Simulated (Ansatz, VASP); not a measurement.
# One calculation of TaN, two programs

POSCAR

```
TaN
1.0
    0.0000000000      2.2113230000      2.2113230000
    2.2113230000      0.0000000000      2.2113230000
    2.2113230000      2.2113230000      0.0000000000
Ta N
1 1
Direct
    0.5000000000      0.5000000000      0.5000000000
    0.0000000000      0.0000000000      0.0000000000
```

File INCAR.step1:

```
SYSTEM = TaN
ALGO = Normal ; EDIFF = 1E-5
ENCUT = 770 ; GGA = PE
GGA_COMPAT = .False. ; ISMEAR = -1
LASPH = .True. ; LCHARG = .False.
LDAU = .True. ; LDAUJ = 0 0
LDAUL = 2 -1 ; LDAUTYPE = 2
LDAUU = 5 0 ; LMAXMIX = 4
LREAL = .False. ; LWAVE = .True.
NBANDS = 16 ; NELM = 200
PREC = Accurate ; SIGMA = 0.05
```

INCAR.step2

```
SYSTEM = TaN
ALGO = Normal ; EDIFF = 1E-6
ENCUT = 770 ; GGA_COMPAT = .False.
ISIF = 2 ; ISMEAR = -1
ISTART = 1 ; LASPH = .True.
LCHARG = .False. ; LDAU = .True.
LDAUJ = 0 0 ; LDAUL = 2 -1
LDAUPRINT = 1 ; LDAUTYPE = 2
LDAUU = 5 0 ; LMAXMIX = 4
LMIXTAU = .True. ; LREAL = .False.
LWAVE = .False. ; METAGGA = R2SCAN
NBANDS = 16 ; NELM = 200
PREC = Accurate ; SIGMA = 0.05
```

KPOINTS

```
k-points
0
Gamma
  10 10 10
  0 0 0
```

The input input.yaml:

```yaml
crystal:
  lattice:
    - [0.0, 2.211323, 2.211323]
    - [2.211323, 0.0, 2.211323]
    - [2.211323, 2.211323, 0.0]
  atoms:
    - { symbol: Ta, position: [0.5, 0.5, 0.5] }
    - { symbol: "N", position: [0.0, 0.0, 0.0] }
hamiltonian:
  xc: r2scan
  pseudopotentials: { kind: paw }
  hubbard: { sites: [{ species: Ta, l: d, u_eff: 5.0 }] }
kpoints:
  mp_grid: { grid: [10, 10, 10] }
scf:
  occupations: { method: fermi_dirac, width: 0.05 }
  n_extra_bands: 6
output:
  forces: true
  stress: true
  eigenvalues: true
  dos: { projected: true, de: 0.05, nscf_kmesh: { grid: [15, 15, 15] } }
```

Alike in both runs: functional r2SCAN; k mesh 10 × 10 × 10; occupations fermi-dirac, width 0.05 eV; no spin polarisation; Hubbard terms Ta d U = 5.0 eV.

|  | VASP | Ansatz |
| --- | --- | --- |
| version | VASP 6.6.1 | Ansatz 0.2.0 |
| potentials or method | VASP PAW PBE potentials, release 64 (Ta_sv_GW, N) | Ansatz PAW |
| plane-wave cutoff (eV) | 770 | 500 |
| valence electrons in the cell | 18 | 18 |
| task | single point | projected density of states |

Ansatz gave:

* gap on the k mesh at the Fermi level (eV): none
* pressure (GPa): -1.3

Estimate VASP's values.

gap on the k mesh at the Fermi level (eV): none; pressure (GPa): 8.9.

VASP's potentials were made for PBE, not for r2SCAN. The programs project onto different local orbitals, so the same U acts differently, and such runs can settle in different states. A gap of «none» marks a metal or a gap that the smearing closes.

Neither program's run includes spin-orbit coupling.
